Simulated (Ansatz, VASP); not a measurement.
**One calculation of GaN, two programs**

INCAR

```
ALGO = Normal
EDIFF = 1E-6
ENCUT = 520
GGA = PS
ISIF = 2
ISMEAR = 0
LASPH = True
LCHARG = False
LREAL = False
LWAVE = False
NBANDS = 16
NELM = 100
PREC = Accurate
SIGMA = 0.01
```

File KPOINTS:

```
k-points
0
Gamma
  6 6 6
```

Contents of POSCAR:

```
GaN
1.0
    0.0000000000      2.2489525415      2.2489525415
    2.2489525415      0.0000000000      2.2489525415
    2.2489525415      2.2489525415      0.0000000000
Ga N
1 1
Direct
    0.0000000000      0.0000000000      0.0000000000
    0.2500000000      0.2500000000      0.2500000000
```

Input for Ansatz:

```yaml
crystal:
  lattice:
    - [0.0, 2.2489525415, 2.2489525415]
    - [2.2489525415, 0.0, 2.2489525415]
    - [2.2489525415, 2.2489525415, 0.0]
  atoms:
    - { symbol: Ga, position: [0.0, 0.0, 0.0] }
    - { symbol: "N", position: [0.25, 0.25, 0.25] }
kpoints:
  mp_grid: { grid: [6, 6, 6] }
hamiltonian:
  xc: pbesol
scf:
  occupations: { method: fixed }
  n_extra_bands: 4
output:
  forces: true
  stress: true
  eigenvalues: true
  write_density: true
  write_potential: true
  elf: true
  volumetric_format: npy
```

Alike in both runs: task single point; functional PBEsol; k mesh 6 × 6 × 6; no spin polarisation.

```csv
,VASP,Ansatz
version,VASP 6.6.1,Ansatz 0.2.0
potentials or method,"VASP PAW PBE potentials, release 64 (Ga_d, N)","plane waves, PAW"
plane-wave cutoff (eV),520,420
occupations,"gaussian, width 0.01 eV",fixed
valence electrons in the cell,18,18
```

Ansatz gave:

```
gap on the k mesh at the Fermi level (eV) : 1.70
pressure (GPa)                            : 0.0
```

**Question.** Which values does VASP return?

**Answer.** gap on the k mesh at the Fermi level (eV): 1.72; pressure (GPa): -0.2.

VASP's potentials were made for PBE, not for PBEsol.
